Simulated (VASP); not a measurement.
# Cu12CO in VASP: single point with PBE+D3(BJ)

Aim: the single point of Cu12CO with PBE+D3(BJ).

Program: VASP 6.6.1. These are calculated values, not measurements. Logs are shortened: lines on timing, memory, paths and dates and some standing lists are left out, and cuts for length are marked.

### 1 The cell of the first run

The cell holds a slab with vacuum, 14 atoms: a = 5.039 Å, b = 5.039 Å, c = 22.872 Å, α = 90.00°, β = 90.00°, γ = 120.00°.

### 2 Single point, PBE+D3(BJ)

Contents of INCAR:

```
SYSTEM = Cu12CO
PREC = Accurate ; ENCUT = 520
EDIFF = 1E-7 ; ISMEAR = 0
SIGMA = 0.1 ; LREAL = .False.
LASPH = .True. ; NELM = 100
ALGO = Normal ; ISIF = 2
LWAVE = .False. ; LCHARG = .False.
LDIPOL = .True. ; IDIPOL = 3
DIPOL = 0.5 0.5 0.304 ; GGA = PE
IVDW = 12 ; NBANDS = 84
```

Contents of KPOINTS:

```
regular mesh
0
Gamma
  6 6 1
  0 0 0
```

Contents of POSCAR:

```
Cu12CO
1.0
    5.0393684011      0.0000000000      0.0000000000
   -2.5196842005      4.3642210544      0.0000000000
    0.0000000000      0.0000000000     22.8721943999
Cu O C
12 1 1
Direct
    0.3333333333      0.1666666667      0.1748848375
    0.3333333333      0.6666666667      0.1748848375
    0.8333333333      0.1666666667      0.1748848375
    0.8333333333      0.6666666667      0.1748848375
    0.1666666667      0.3333333333      0.2649977796
    0.1666666667      0.8333333333      0.2649977796
    0.6666666667      0.3333333333      0.2649977796
    0.6666666667      0.8333333333      0.2649977796
    0.0000000000      0.0000000000      0.3551121619
    0.0000000000      0.5000000000      0.3551121619
    0.5000000000      0.0000000000      0.3551121619
    0.5000000000      0.5000000000      0.3551121619
    0.0000000000      0.1666666667      0.5125085156
    0.0000000000      0.1666666667      0.5627879063
```

Potentials or basis: VASP PAW PBE potentials, release 64 (Cu, O, C).

Launch:

```console
> cat potpaw_PBE.64/Cu/POTCAR potpaw_PBE.64/O/POTCAR potpaw_PBE.64/C/POTCAR > POTCAR
> mpirun -np 1 vasp_std > vasp.out
```

OUTCAR:

```text
SYSTEM = Cu12CO
   PREC = Accurate
   ENCUT = 520
   EDIFF = 1E-7
   ISMEAR = 0
   LREAL = .False.
   LASPH = .True.
   NELM = 100
   ISIF = 2
   GGA = PE
   IVDW = 12
 IVDW          = 12

 ion  position               nearest neighbor table
   1  0.333  0.167  0.175-   2 2.52   2 2.52   3 2.52   3 2.52   4 2.52   4 2.52   5 2.52   6 2.52
                             7 2.52
   2  0.333  0.667  0.175-   1 2.52   1 2.52   4 2.52   4 2.52   3 2.52   3 2.52   6 2.52   5 2.52
                             8 2.52
   3  0.833  0.167  0.175-   4 2.52   4 2.52   1 2.52   1 2.52   2 2.52   2 2.52   7 2.52   8 2.52
                             5 2.52
   4  0.833  0.667  0.175-   3 2.52   3 2.52   2 2.52   2 2.52   1 2.52   1 2.52   8 2.52   7 2.52
                             6 2.52
   5  0.167  0.333  0.265-   6 2.52   6 2.52   7 2.52   7 2.52   8 2.52   8 2.52   1 2.52   2 2.52
                             3 2.52   9 2.52  12 2.52  10 2.52
   6  0.167  0.833  0.265-   5 2.52   5 2.52   8 2.52   8 2.52   7 2.52   7 2.52   2 2.52   1 2.52
                             4 2.52  10 2.52  11 2.52   9 2.52
   7  0.667  0.333  0.265-   8 2.52   8 2.52   5 2.52   5 2.52   6 2.52   6 2.52   3 2.52   4 2.52
                             1 2.52  11 2.52  10 2.52  12 2.52
   8  0.667  0.833  0.265-   7 2.52   7 2.52   6 2.52   6 2.52   5 2.52   5 2.52   4 2.52   3 2.52
                             2 2.52  12 2.52   9 2.52  11 2.52
   9  0.000  0.000  0.355-  10 2.52  10 2.52  11 2.52  11 2.52  12 2.52  12 2.52   5 2.52   8 2.52
                             6 2.52
  10  0.000  0.500  0.355-   9 2.52   9 2.52  12 2.52  12 2.52  11 2.52  11 2.52   6 2.52   7 2.52
                             5 2.52
  11  0.500  0.000  0.355-  12 2.52  12 2.52   9 2.52   9 2.52  10 2.52  10 2.52   7 2.52   6 2.52
                             8 2.52
  12  0.500  0.500  0.355-  11 2.52  11 2.52  10 2.52  10 2.52   9 2.52   9 2.52   8 2.52   5 2.52
                             7 2.52
  13  0.000  0.167  0.513-  14 1.15
  14  0.000  0.167  0.563-  13 1.15

  LATTYP: Found a hexagonal cell.
 ALAT       =     5.0393684011
 C/A-ratio  =     4.5387025872

  Lattice vectors:

 A1 = (   5.0393684011,   0.0000000000,   0.0000000000)
 A2 = (  -2.5196842005,   4.3642210544,   0.0000000000)
 A3 = (   0.0000000000,   0.0000000000,  22.8721943999)

Analysis of symmetry for initial positions (statically):
=====================================================================
 Subroutine PRICEL returns:
 Original cell was already a primitive cell.

 Routine SETGRP: Setting up the symmetry group for a
 hexagonal supercell.

 Subroutine GETGRP returns: Found  1 space group operations
 (whereof  1 operations were pure point group operations)
 out of a pool of 24 trial point group operations.

The static configuration has the point symmetry C_1 .

Analysis of symmetry for dynamics (positions and initial velocities):
=====================================================================
 Subroutine PRICEL returns:
 Original cell was already a primitive cell.

 Routine SETGRP: Setting up the symmetry group for a
 hexagonal supercell.

 Subroutine GETGRP returns: Found  1 space group operations
 (whereof  1 operations were pure point group operations)
 out of a pool of 24 trial point group operations.

The dynamic configuration has the point symmetry C_1 .

 Subroutine INISYM returns: Found  1 space group operations
 (whereof  1 operations are pure point group operations),
 and found     1 'primitive' translations

----------------------------------------------------------------------------------------

                                     Primitive cell

  volume of cell :     503.0263

  direct lattice vectors                    reciprocal lattice vectors
     5.039368401  0.000000000  0.000000000     0.198437566  0.114567982  0.000000000
    -2.519684200  4.364221054  0.000000000     0.000000000  0.229135964  0.000000000
     0.000000000  0.000000000 22.872194400     0.000000000  0.000000000  0.043721209

  length of vectors
     5.039368401  5.039368401 22.872194400     0.229135964  0.229135964  0.043721209

  position of ions in fractional coordinates (direct lattice)
     0.333333333  0.166666667  0.174884838
     0.333333333  0.666666667  0.174884838
     0.833333333  0.166666667  0.174884838
     0.833333333  0.666666667  0.174884838
     0.166666667  0.333333333  0.264997780
     0.166666667  0.833333333  0.264997780
     0.666666667  0.333333333  0.264997780
     0.666666667  0.833333333  0.264997780
     0.000000000  0.000000000  0.355112162
     0.000000000  0.500000000  0.355112162
     0.500000000  0.000000000  0.355112162
     0.500000000  0.500000000  0.355112162
     0.000000000  0.166666667  0.512508516
     0.000000000  0.166666667  0.562787906

  ion indices of the primitive-cell ions
   primitive index   ion index
                 1           1
                 2           2
                 3           3
                 4           4
                 5           5
                 6           6
                 7           7
                 8           8
                 9           9
                10          10
                11          11
                12          12
                13          13
                14          14

----------------------------------------------------------------------------------------

 KPOINTS: regular mesh

Automatic generation of k-mesh.
 Grid dimensions read from file:
 generate k-points for:    6    6    1

 Generating k-lattice:

  Cartesian coordinates                     Fractional coordinates (reciprocal lattice)
     0.033072928  0.019094664  0.000000000     0.166666667  0.000000000  0.000000000
     0.000000000  0.038189327  0.000000000     0.000000000  0.166666667  0.000000000
     0.000000000  0.000000000  0.043721209     0.000000000  0.000000000  1.000000000

  Length of vectors
     0.038189327  0.038189327  0.043721209

  Shift w.r.t. Gamma in fractional coordinates (k-lattice)
     0.000000000  0.000000000  0.000000000

 Subroutine IBZKPT returns following result:
 ===========================================

 Found     20 irreducible k-points:

 Following reciprocal coordinates:
            Coordinates               Weight
  0.000000  0.000000  0.000000      1.000000
  0.166667  0.000000  0.000000      2.000000
  0.000000  0.166667  0.000000      2.000000
 -0.166667  0.166667  0.000000      2.000000
  0.333333 -0.000000  0.000000      2.000000
  0.000000  0.333333  0.000000      2.000000
[... 12 lines left out ...]
  0.500000 -0.166667  0.000000      2.000000
  0.333333  0.333333  0.000000      2.000000
   k-points           NKPTS =     20   k-points in BZ     NKDIM =     20   number of bands    NBANDS=     84
   number of dos      NEDOS =    301   number of ions     NIONS =     14
   total plane-waves  NPLWV = 288000
   dimension x,y,z NGX =    40 NGY =   40 NGZ =  180
   dimension x,y,z NGXF=    80 NGYF=   80 NGZF=  360
   ions per type =              12   1   1
   NGX,Y,Z   is equivalent  to a cutoff of  13.20, 13.20, 13.08 a.u.
   NGXF,Y,Z  is equivalent  to a cutoff of  26.39, 26.39, 26.17 a.u.
 SYSTEM =  Cu12CO
   PREC   = accura    normal or accurate (medium, high low for compatibility)
   ISTART =      0    job   : 0-new  1-cont  2-samecut
   ICHARG =      2    charge: 1-file 2-atom 10-const
   ISPIN  =      1    spin polarized calculation?
   LNONCOLLINEAR =      F non collinear calculations
   LSORBIT =      F    spin-orbit coupling
   LASPH  =      T    aspherical Exc in radial PAW
   ENCUT  =  520.0 eV  38.22 Ry    6.18 a.u.   9.37  9.37 42.53*2*pi/ulx,y,z
   NELM   =    100;   NELMIN=  2; NELMDL= -5     # of ELM steps
   EDIFF  = 0.1E-06   stopping-criterion for ELM
   LREAL  =      F    real-space projection
   EDIFFG = 0.1E-05   stopping-criterion for IOM
   NSW    =      0    number of steps for IOM
   IBRION =     -1    ionic relax: 0-MD 1-quasi-New 2-CG
   NFREE  =      0    steps in history (QN), initial steepest desc. (CG)
   ISIF   =      2    stress and relaxation
   ISYM   =      2    0-nonsym 1-usesym 2-fastsym
   POTIM  = 0.5000    time-step for ionic-motion
   TEBEG  =    0.0;   TEEND  =   0.0 temperature during run
   PSTRESS=    0.0 pullay stress
   NELECT =     142.0000    total number of electrons
   NUPDOWN=      -1.0000    fix difference up-down
   EMIN   =  10.00;   EMAX   =-10.00  energy-range for DOS
   EFERMI =   0.00;   METHOD = LEGACY
   ISMEAR =     0;   SIGMA  =   0.10  broadening in eV -4-tet -1-fermi 0-gaus
   EFERMI_NEDOS =   21; number of points for ismear=-14 and -15
   IALGO  =     38    algorithm
   IMIX   =      4    mixing-type and parameters
     AMIX     =   0.40;   BMIX     =  1.00
     AMIX_MAG =   1.60;   BMIX_MAG =  1.00
  volume/ion in A,a.u.               =      35.93       242.47
  Fermi-wavevector in a.u.,A,eV,Ry     =   1.073925  2.029424 15.691809  1.153315
  Thomas-Fermi vector in A             =   2.209739
   LORBIT       =      0    0 simple, 1 ext, 2 COOP (PROOUT), +10 PAW based schemes
   GGA     = PE    functional components
   LHFCALC =     F    Hartree Fock is set to
   AEXX    =    0.0000 exact exchange contribution
   IVDW    =    12    specifies the selected vdW correction
   LEPSILON=     F    determine dielectric tensor
   LRPA    =     F    only Hartree local field effects (RPA)
 non-spin polarized calculation
 Gauss-broadening in eV      SIGMA  =   0.10
  energy-cutoff  :      520.00
  volume of cell :      503.03
 maximum number of plane-waves:     13633
 NGX is ok and might be reduce to    40
   NGX = 19   NGY = 19   NGZ = 85

 dipolmoment           0.000000      0.000000     -0.000170 electrons x Angstroem

 number of electron     141.9999968 magnetization

 dipolmoment           0.000000      0.000000      0.015949 electrons x Angstroem

 Free energy of the ion-electron system (eV)
  ---------------------------------------------------
  ext. energy  EPLUGINS =         0.00000000
  ---------------------------------------------------
  free energy    TOTEN  =       -55.71629638 eV

  energy without entropy =      -55.64088949  energy(sigma->0) =      -55.67859293

 E-fermi :  -0.9207     XC(G=0):  -5.0252

 val. band max:       -0.9349151788   @ k =   0.0000   0.1667   0.0000
 cond. band min:      -0.9061649122   @ k =  -0.1667   0.1667   0.0000
 fundamental gap:      0.0287502666
 Fermi energy:        -0.9207205742

 k-point     1 :       0.0000    0.0000    0.0000
  band No.  band energies     occupation
      1     -25.5199      2.00000
      2     -10.4391      2.00000
      3      -9.8046      2.00000
      4      -8.0226      2.00000
      5      -8.0222      2.00000
      6      -7.7518      2.00000
[... 75 lines left out ...]
     82       3.5999      0.00000
     83       3.8197      0.00000

 k-point     2 :       0.1667    0.0000    0.0000
  band No.  band energies     occupation
      1     -25.5197      2.00000
      2     -10.4369      2.00000
      3      -9.5777      2.00000
      4      -8.0356      2.00000
      5      -8.0257      2.00000
      6      -7.5394      2.00000
[... 75 lines left out ...]
     82       3.8282      0.00000
     83       4.0597      0.00000
[... 1460 lines left out ...]
     82       4.3410      0.00000
     83       4.5778      0.00000

 k-point    20 :       0.3333    0.3333    0.0000
  band No.  band energies     occupation
      1     -25.5188      2.00000
      2     -10.4297      2.00000
      3      -8.0591      2.00000
      4      -8.0586      2.00000
      5      -7.3379      2.00000
      6      -7.3377      2.00000
[... 75 lines left out ...]
     82       3.4012      0.00000
     83       4.0243      0.00000
 [bands above 83 left out]

------------------------ aborting loop because EDIFF is reached ----------------------------------------

 vacuum level on the upper side and lower side of the slab       (xc-potential included)        -0.002        -0.085

 Edisp (eV)   -4.86467

 E8    (eV) :    -2.1673

  FORCE on cell =-STRESS in cart. coord.  units (eV):
  Direction    XX          YY          ZZ          XY          YZ          ZX
  --------------------------------------------------------------------------------------
  -------------------------------------------------------------------------------------
  Total      -3.15577    -3.15691    -0.37624     0.00190    -0.00216     0.00133
  in kB     -10.05136   -10.05500    -1.19834     0.00607    -0.00688     0.00423
  external pressure =       -7.10 kB  Pullay stress =        0.00 kB

 VOLUME and BASIS-vectors are now :
 -----------------------------------------------------------------------------
  energy-cutoff  :      520.00
  volume of cell :      503.03
      direct lattice vectors                 reciprocal lattice vectors
     5.039368401  0.000000000  0.000000000     0.198437566  0.114567982  0.000000000
    -2.519684200  4.364221054  0.000000000     0.000000000  0.229135964  0.000000000
     0.000000000  0.000000000 22.872194400     0.000000000  0.000000000  0.043721209

 POSITION                                       TOTAL-FORCE (eV/Angst)
 -----------------------------------------------------------------------------------
      1.25984      0.72737      4.00000         0.000495     -0.000042     -0.048090
     -0.00000      2.90948      4.00000        -0.000128      0.000439     -0.046707
      3.77953      0.72737      4.00000        -0.000490      0.000044     -0.050153
      2.51968      2.90948      4.00000         0.000017     -0.000277     -0.047069
      0.00000      1.45474      6.06108        -0.000944     -0.001538      0.003443
     -1.25984      3.63685      6.06108        -0.000798      0.000620      0.001974
      2.51968      1.45474      6.06108         0.000900     -0.000648      0.002728
      1.25984      3.63685      6.06108         0.000741      0.001652      0.002919
      0.00000      0.00000      8.12219         0.001795     -0.003279      0.056336
     -1.25984      2.18211      8.12219        -0.002394      0.003631      0.054295
      2.51968      0.00000      8.12219        -0.002205     -0.001133      0.053483
      1.25984      2.18211      8.12219         0.002584      0.001282      0.055140
     -0.41995      0.72737     11.72219         0.000500     -0.000906      0.698742
     -0.41995      0.72737     12.87219        -0.000074      0.000155     -0.737041
 -----------------------------------------------------------------------------------
    total drift:                                0.000128     -0.000329     -0.005737

  FREE ENERGIE OF THE ION-ELECTRON SYSTEM (eV)
  ---------------------------------------------------
  free  energy   TOTEN  =       -60.5809649627 eV

  energy  without entropy=      -60.5055580772  energy(sigma->0) =      -60.54326152

 vacuum level on the upper side and lower side of the slab         3.976         3.859
```

Run time: 34 min. Hardware: 1 thread of Intel Xeon 6975P-C (Granite Rapids), shared host; peak memory 0.99 GiB.

What came out:

| Property | Result |
| --- | --- |
| Free energy | -60.5810 eV |
| Largest force | 0.737 eV/Å |
| Band gap on the k mesh | zero (bands 71 and 72 overlap by 0.41 eV) |
| Dispersion energy per atom | -0.347 eV |

Forces on the atoms (eV/Å):
```
Cu   0.000  0.000 -0.048
Cu   0.000  0.000 -0.047
Cu   0.000  0.000 -0.050
Cu   0.000  0.000 -0.047
Cu  -0.001 -0.002  0.003
Cu  -0.001  0.001  0.002
Cu   0.001 -0.001  0.003
Cu   0.001  0.002  0.003
Cu   0.002 -0.003  0.056
Cu  -0.002  0.004  0.054
Cu  -0.002 -0.001  0.053
Cu   0.003  0.001  0.055
O    0.001 -0.001  0.699
C    0.000  0.000 -0.737
```

With open d or f shells a metallic result of PBE can be an artefact of self-interaction; +U or a hybrid may open a gap.

The gap in the log of VASP goes by the Fermi energy; the results here count the filled bands.